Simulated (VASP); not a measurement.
# RbBr (I4/mmm) in VASP: a series of runs, part 2 of 2

VASP 6.6.1. The steps go on from the part before.

**4. Single point, LDA (strain +0.0500 x Voigt [1, 0, 0, 0, 0, 0])**

Contents of INCAR:

```
  PREC = Accurate
  ENCUT = 520
  EDIFF = 1E-6
  ISMEAR = 0
  SIGMA = 0.05
  LREAL = F
  LASPH = T
  NELM = 100
  ALGO = Normal
  ISIF = 2
  LWAVE = F
  LCHARG = F
  GGA = CA
  NBANDS = 15
```

Contents of KPOINTS:

```
regular mesh
0
Gamma
  6 6 6
```

Contents of POSCAR:

```
RbBr
1.0
    0.0000000000      3.4275000000      3.4275000000
    3.5988750000      0.0000000000      3.4275000000
    3.5988750000      3.4275000000      0.0000000000
Rb Br
1 1
Direct
    0.0000000000      0.0000000000      0.0000000000
    0.5000000000      0.5000000000      0.5000000000
```

Potentials or basis: VASP PAW LDA potentials, release 64 (Rb_sv, Br).

On the command line:

```console
$ cat potpaw_LDA.64/Rb_sv/POTCAR potpaw_LDA.64/Br/POTCAR > POTCAR
$ mpirun -np 1 vasp_std > vasp.out
```

OUTCAR:

```text
PREC = Accurate
   ENCUT = 520
   EDIFF = 1E-6
   ISMEAR = 0
   LREAL = F
   LASPH = T
   NELM = 100
   ISIF = 2
   GGA = CA

 ion  position               nearest neighbor table
   1  0.000  0.000  0.000-   2 3.43   2 3.43   2 3.43   2 3.43   2 3.60   2 3.60
   2  0.500  0.500  0.500-   1 3.43   1 3.43   1 3.43   1 3.43   1 3.60   1 3.60

  LATTYP: Found a body centered tetragonal cell.
 ALAT       =     4.8472169850
 C/A-ratio  =     1.4849242405

  Lattice vectors:

 A1 = (   3.5988750000,   0.0000000000,   3.4275000000)
 A2 = (   3.5988750000,   0.0000000000,  -3.4275000000)
 A3 = (  -3.5988750000,   3.4275000000,   0.0000000000)

Analysis of symmetry for initial positions (statically):
=====================================================================
 Subroutine PRICEL returns:
 Original cell was already a primitive cell.

 Routine SETGRP: Setting up the symmetry group for a
 body centered tetragonal supercell.

 Subroutine GETGRP returns: Found 16 space group operations
 (whereof 16 operations were pure point group operations)
 out of a pool of 16 trial point group operations.

The static configuration has the point symmetry D_4h.

Analysis of symmetry for dynamics (positions and initial velocities):
=====================================================================
 Subroutine PRICEL returns:
 Original cell was already a primitive cell.

 Routine SETGRP: Setting up the symmetry group for a
 body centered tetragonal supercell.

 Subroutine GETGRP returns: Found 16 space group operations
 (whereof 16 operations were pure point group operations)
 out of a pool of 16 trial point group operations.

The dynamic configuration has the point symmetry D_4h.

 Subroutine INISYM returns: Found 16 space group operations
 (whereof 16 operations are pure point group operations),
 and found     1 'primitive' translations

----------------------------------------------------------------------------------------

                                     Primitive cell

  volume of cell :      84.5574

  direct lattice vectors                    reciprocal lattice vectors
     0.000000000  3.427500000  3.427500000    -0.138932305  0.145878920  0.145878920
     3.598875000  0.000000000  3.427500000     0.138932305 -0.145878920  0.145878920
     3.598875000  3.427500000  0.000000000     0.138932305  0.145878920 -0.145878920

  length of vectors
     4.847216985  4.969875000  4.969875000     0.248723751  0.248723751  0.248723751

  position of ions in fractional coordinates (direct lattice)
     0.000000000  0.000000000  0.000000000
     0.500000000  0.500000000  0.500000000

  ion indices of the primitive-cell ions
   primitive index   ion index
                 1           1
                 2           2

----------------------------------------------------------------------------------------

 KPOINTS: regular mesh

Automatic generation of k-mesh.
 Grid dimensions read from file:
 generate k-points for:    6    6    6

 Generating k-lattice:

[... 23 lines left out ...]
  0.333333  0.166667  0.000000     16.000000
[... 16 lines left out ...]
 -0.333333  0.500000  0.166667      4.000000
  0.333333 -0.333333  0.166667      8.000000
 [... further k-points ...]
   k-points           NKPTS =     30   k-points in BZ     NKDIM =     30   number of bands    NBANDS=     15
   number of dos      NEDOS =    301   number of ions     NIONS =      2
   total plane-waves  NPLWV =  57600
   dimension x,y,z NGX =    36 NGY =   40 NGZ =   40
   dimension x,y,z NGXF=    72 NGYF=   80 NGZF=   80
   ions per type =               1   1
   NGX,Y,Z   is equivalent  to a cutoff of  12.35, 13.38, 13.38 a.u.
   NGXF,Y,Z  is equivalent  to a cutoff of  24.69, 26.76, 26.76 a.u.
 SYSTEM =  unknown system
   PREC   = accura    normal or accurate (medium, high low for compatibility)
   ISTART =      0    job   : 0-new  1-cont  2-samecut
   ICHARG =      2    charge: 1-file 2-atom 10-const
   ISPIN  =      1    spin polarized calculation?
   LNONCOLLINEAR =      F non collinear calculations
   LSORBIT =      F    spin-orbit coupling
   LASPH  =      T    aspherical Exc in radial PAW
   ENCUT  =  520.0 eV  38.22 Ry    6.18 a.u.   9.01  9.24  9.24*2*pi/ulx,y,z
   NELM   =    100;   NELMIN=  2; NELMDL= -5     # of ELM steps
   EDIFF  = 0.1E-05   stopping-criterion for ELM
   LREAL  =      F    real-space projection
   EDIFFG = 0.1E-04   stopping-criterion for IOM
   NSW    =      0    number of steps for IOM
   IBRION =     -1    ionic relax: 0-MD 1-quasi-New 2-CG
   NFREE  =      0    steps in history (QN), initial steepest desc. (CG)
   ISIF   =      2    stress and relaxation
   ISYM   =      2    0-nonsym 1-usesym 2-fastsym
   POTIM  = 0.5000    time-step for ionic-motion
   TEBEG  =    0.0;   TEEND  =   0.0 temperature during run
   PSTRESS=    0.0 pullay stress
   NELECT =      16.0000    total number of electrons
   NUPDOWN=      -1.0000    fix difference up-down
   EMIN   =  10.00;   EMAX   =-10.00  energy-range for DOS
   EFERMI =   0.00;   METHOD = LEGACY
   ISMEAR =     0;   SIGMA  =   0.05  broadening in eV -4-tet -1-fermi 0-gaus
   EFERMI_NEDOS =   21; number of points for ismear=-14 and -15
   IALGO  =     38    algorithm
   IMIX   =      4    mixing-type and parameters
     AMIX     =   0.40;   BMIX     =  1.00
     AMIX_MAG =   1.60;   BMIX_MAG =  1.00
  volume/ion in A,a.u.               =      42.28       285.31
  Fermi-wavevector in a.u.,A,eV,Ry     =   0.939862  1.776082 12.018588  0.883341
  Thomas-Fermi vector in A             =   2.067217
   LORBIT       =      0    0 simple, 1 ext, 2 COOP (PROOUT), +10 PAW based schemes
   GGA     = CA    functional components
   LHFCALC =     F    Hartree Fock is set to
   AEXX    =    0.0000 exact exchange contribution
   IVDW    =     0    specifies the selected vdW correction
   LEPSILON=     F    determine dielectric tensor
   LRPA    =     F    only Hartree local field effects (RPA)
 non-spin polarized calculation
 Gauss-broadening in eV      SIGMA  =   0.05
  energy-cutoff  :      520.00
  volume of cell :       84.56
 maximum number of plane-waves:      2296
   NGX = 17   NGY = 19   NGZ = 19

 number of electron      15.9999999 magnetization

 Free energy of the ion-electron system (eV)
  ---------------------------------------------------
  ext. energy  EPLUGINS =         0.00000000
  ---------------------------------------------------
  free energy    TOTEN  =        -6.65026080 eV

  energy without entropy =       -6.65026080  energy(sigma->0) =       -6.65026080

 E-fermi :  -1.8099     XC(G=0):  -7.5414

 val. band max:       -2.1241146422   @ k =   0.0000   0.0000   0.0000
 cond. band min:       1.7049316973   @ k =   0.0000   0.0000   0.0000
 fundamental gap:      3.8290463395
 Fermi energy:        -1.8099468166

 k-point     1 :       0.0000    0.0000    0.0000
  band No.  band energies     occupation
      1     -26.5067      2.00000
      2     -14.3040      2.00000
      3     -10.6475      2.00000
      4     -10.6475      2.00000
      5     -10.6440      2.00000
      6      -2.1623      2.00000
      7      -2.1241      2.00000
      8      -2.1241      2.00000
      9       1.7049      0.00000
     10       4.6925      0.00000
     11       4.9765      0.00000
     12       4.9765      0.00000
     13       5.6715      0.00000
     14       5.9103      0.00000
[... 401 lines left out ...]
      2     -14.2851      2.00000
      3     -10.7413      2.00000
      4     -10.7318      2.00000
      5     -10.6553      2.00000
      6      -2.7372      2.00000
      7      -2.4760      2.00000
      8      -2.4357      2.00000
      9       4.4362      0.00000
     10       4.6526      0.00000
     11       5.9701      0.00000
     12       6.2833      0.00000
     13       7.7462      0.00000
     14       8.1087      0.00000
     15       8.1113      0.00000

 [... further k-points ...]

------------------------ aborting loop because EDIFF is reached ----------------------------------------

  FORCE on cell =-STRESS in cart. coord.  units (eV):
  Direction    XX          YY          ZZ          XY          YZ          ZX
  --------------------------------------------------------------------------------------
  -------------------------------------------------------------------------------------
  Total       -1.1377040     -0.7072071     -0.7072071      0.0000000      0.0000000      0.0000000
  in kB      -21.5569922    -13.4000224    -13.4000224      0.0000000      0.0000000      0.0000000
  external PRESSURE =     -16.1190123 kB  Pullay stress =       0.0000000 kB

 VOLUME and BASIS-vectors are now :
 -----------------------------------------------------------------------------
  energy-cutoff  :      520.00
  volume of cell :       84.56
      direct lattice vectors                 reciprocal lattice vectors
     0.000000000  3.427500000  3.427500000    -0.138932305  0.145878920  0.145878920
     3.598875000  0.000000000  3.427500000     0.138932305 -0.145878920  0.145878920
     3.598875000  3.427500000  0.000000000     0.138932305  0.145878920 -0.145878920

 POSITION                                       TOTAL-FORCE (eV/Angst)
 -----------------------------------------------------------------------------------
      0.00000      0.00000      0.00000        -0.000000      0.000000      0.000000
      3.59888      3.42750      3.42750         0.000000      0.000000     -0.000000
 -----------------------------------------------------------------------------------
    total drift:                                0.000000      0.000000      0.000000

  FREE ENERGIE OF THE ION-ELECTRON SYSTEM (eV)
  ---------------------------------------------------
  free  energy   TOTEN  =        -6.6502608002 eV

  energy  without entropy=       -6.6502608002  energy(sigma->0) =       -6.65026080
```

OSZICAR:

```text
N       E                     dE             d eps       ncg     rms          rms(c)
DAV:   1     0.786956962792E+02    0.78696E+02   -0.64697E+03   900   0.900E+02
DAV:   2    -0.110470658960E+01   -0.79800E+02   -0.73934E+02  1244   0.162E+02
DAV:   3    -0.673991531482E+01   -0.56352E+01   -0.56087E+01  1236   0.438E+01
DAV:   4    -0.690086806297E+01   -0.16095E+00   -0.16093E+00  1308   0.717E+00
DAV:   5    -0.690194198296E+01   -0.10739E-02   -0.10739E-02  1229   0.607E-01    0.271E+00
DAV:   6    -0.668136400887E+01    0.22058E+00   -0.25034E-01  1096   0.225E+00    0.177E+00
DAV:   7    -0.664945814230E+01    0.31906E-01   -0.85610E-02  1152   0.142E+00    0.889E-01
DAV:   8    -0.665018130125E+01   -0.72316E-03   -0.81774E-03  1097   0.475E-01    0.937E-02
DAV:   9    -0.665018319439E+01   -0.18931E-05   -0.54802E-04  1215   0.107E-01    0.487E-02
DAV:  10    -0.665025919406E+01   -0.76000E-04   -0.86334E-05   990   0.533E-02    0.817E-03
DAV:  11    -0.665026055957E+01   -0.13655E-05   -0.64625E-06  1250   0.132E-02    0.545E-03
DAV:  12    -0.665026080024E+01   -0.24068E-06   -0.19512E-06  1012   0.632E-03
   1 F= -.66502608E+01 E0= -.66502608E+01  d E =-.186544E-20
```

Wall time 31 s (1 thread of AMD EPYC 7R13, shared host); peak memory 0.17 GiB.

What came out:

```yaml
Free_energy: -6.6503 eV
Pressure: -1.6 GPa
Band_gap_on_the_k_mesh: 3.83 eV
```

Stress tensor (GPa, compression positive):
```
-2.16  0.00  0.00
 0.00 -1.34  0.00
 0.00  0.00 -1.34
```

Caveat: the cell differs from its parent crystal (strain +0.0500 x Voigt [1, 0, 0, 0, 0, 0]).

**5. Summary**

| cell | gap on the mesh (eV) | pressure (GPa) |
| --- | --- | --- |
| a = 4.847, b = 4.787, c = 4.787 Å, angles 60.8, 59.6, 59.6°, 2 atoms | 3.99 | -0.8 |
| a = 4.847, b = 4.908, c = 4.908 Å, angles 59.2, 60.4, 60.4°, 2 atoms | 3.89 | -1.4 |
| a = 4.847, b = 4.970, c = 4.970 Å, angles 58.4, 60.8, 60.8°, 2 atoms | 3.83 | -1.6 |

Alike in all rows: task single point; level LDA; potentials or basis VASP PAW LDA potentials, release 64 (Rb_sv, Br); no spin polarisation; k mesh 6 × 6 × 6; cutoff (eV) 520; smearing gaussian 0.05 eV.

Total energies depend on the potentials used, so only differences within one code and one set of settings carry meaning.
